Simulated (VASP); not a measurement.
A run of VASP 6.6.1 is set up as follows.

POSCAR

```
ZnSe
1.0
    0.0000000000      2.5078933231      2.5078933231
    2.5078933231      0.0000000000      2.5078933231
    2.5078933231      2.5078933231      0.0000000000
Se Zn
1 1
Direct
    0.0000000000      0.0000000000      0.0000000000
    0.5000000000      0.5000000000      0.5000000000
```

INCAR.step1

```
SYSTEM = ZnSe
PREC     = Accurate       ! precision mode
ENCUT    = 520            ! plane-wave cutoff, eV
ISMEAR   = 0              ! smearing method
SIGMA    = 0.05           ! smearing width, eV
LREAL    = .FALSE.        ! projectors in reciprocal space
LASPH    = .TRUE.         ! aspherical terms in the spheres
NELM     = 80             ! most SCF steps
NBANDS   = 16             ! bands
GGA      = PE             ! functional
ALGO     = Normal         ! electronic algorithm
EDIFF    = 1E-4           ! SCF threshold, eV
LWAVE    = .TRUE.         ! write WAVECAR
LCHARG   = .FALSE.        ! write CHGCAR
```

Contents of INCAR.step2:

```
SYSTEM = ZnSe
PREC     = Accurate       ! precision mode
ENCUT    = 520            ! plane-wave cutoff, eV
EDIFF    = 1E-6           ! SCF threshold, eV
ISMEAR   = 0              ! smearing method
SIGMA    = 0.05           ! smearing width, eV
LREAL    = .FALSE.        ! projectors in reciprocal space
LASPH    = .TRUE.         ! aspherical terms in the spheres
NELM     = 80             ! most SCF steps
ALGO     = Normal         ! electronic algorithm
ISIF     = 2              ! what is computed and relaxed
LWAVE    = .FALSE.        ! write WAVECAR
LCHARG   = .FALSE.        ! write CHGCAR
METAGGA  = R2SCAN         ! meta-GGA
LMIXTAU  = .TRUE.       
NBANDS   = 16             ! bands
ISTART   = 1
```

KPOINTS

```
Automatic mesh
0
G
  12 12 12
  0 0 0
```

Potentials or basis: VASP PAW PBE potentials, release 64 (Se, Zn).

Command:

```console
$ cat potpaw_PBE.64/Se/POTCAR potpaw_PBE.64/Zn/POTCAR > POTCAR
$ cp INCAR.step1 INCAR
$ mpirun -np 1 vasp_std > vasp.out
$ cp INCAR.step2 INCAR
$ mpirun -np 1 vasp_std > vasp.out
```

(1) Estimate the pressure.

(2) Estimate the band gap on the k mesh.

Results:

(1) 21.5 GPa.

(2) zero (bands 9 and 10 overlap by 0.77 eV).

Caveat: the cell stands under pressure; semilocal functionals underestimate gaps, so a narrow gap can read as zero; the PAW data sets were made with another functional, which shifts forces and pressure a little.
